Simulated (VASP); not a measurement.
# Mo2Se2S: single point with PBE

The system is Mo2Se2S.

```
Mo Se S
1.0
     3.33638    0.00000    0.00000
    -1.66819    2.88939    0.00000
     0.00000    0.00000   21.07678
Mo Se S
4 4 2
Direct
  0.33333 0.66667 0.42880
  0.33333 0.66667 0.92880
  0.33333 0.66667 0.07120
  0.33333 0.66667 0.57120
  0.00000 0.00000 0.34855
  0.00000 0.00000 0.84855
  0.00000 0.00000 0.15145
  0.00000 0.00000 0.65145
  0.00000 0.00000 0.50000
  0.00000 0.00000 0.00000
```

```json
{
 "Program": "VASP 6.6.1",
 "Task": "single point",
 "Functional": "PBE",
 "Potentials or basis": "VASP PAW PBE potentials, release 64 (Mo_sv, Se, S)",
 "Cutoff": "500 eV",
 "k mesh": "6 × 6 × 1",
 "Occupations": "gaussian, width 0.2 eV",
 "Spin": "no spin polarisation"
}
```

* Pressure: 0.2 GPa
* Largest force: 0.113 eV/Å
* Band gap on the k mesh: zero (band 46 reaches 7.60 eV, above the bottom of band 47 at 7.21 eV)

Forces on the atoms (eV/Å):
```
Mo   0.000  0.000 -0.033
Mo   0.000  0.000 -0.033
Mo   0.000  0.000  0.033
Mo   0.000  0.000  0.033
Se   0.000  0.000 -0.113
Se   0.000  0.000 -0.113
Se   0.000  0.000  0.113
Se   0.000  0.000  0.113
S    0.000  0.000  0.000
S    0.000  0.000  0.000
```

Stress tensor (GPa, compression positive):
```
-0.24  0.00  0.00
 0.00 -0.24  0.00
 0.00  0.00  1.14
```

Levels at points of the mesh, in eV from the Fermi level:
| k point | band 42 | band 43 | band 44 | band 45 | band 46 | band 47 | band 48 | band 49 | band 50 | band 51 |
| --- | --- | --- | --- | --- | --- | --- | --- | --- | --- | --- |
| (0.00, 0.00, 0.00) | -2.35 | -1.33 | -1.33 | -1.33 | -1.33 | -0.08 | 0.02 | 0.94 | 0.94 | 0.96 |
| (0.50, 0.00, 0.00) | -2.53 | -1.74 | -1.62 | 0.17 | 0.17 | 0.53 | 0.60 | 0.61 | 0.61 | 1.06 |

It took 92 s on 1 thread of Intel Xeon 6975P-C, with other jobs on the host, peak memory 0.31 GiB.

Caveat: the k points lie up to 0.36 Å⁻¹ apart; this functional lacks dispersion, which binds the layers, so the pressure and a relaxed spacing across them are unreliable.
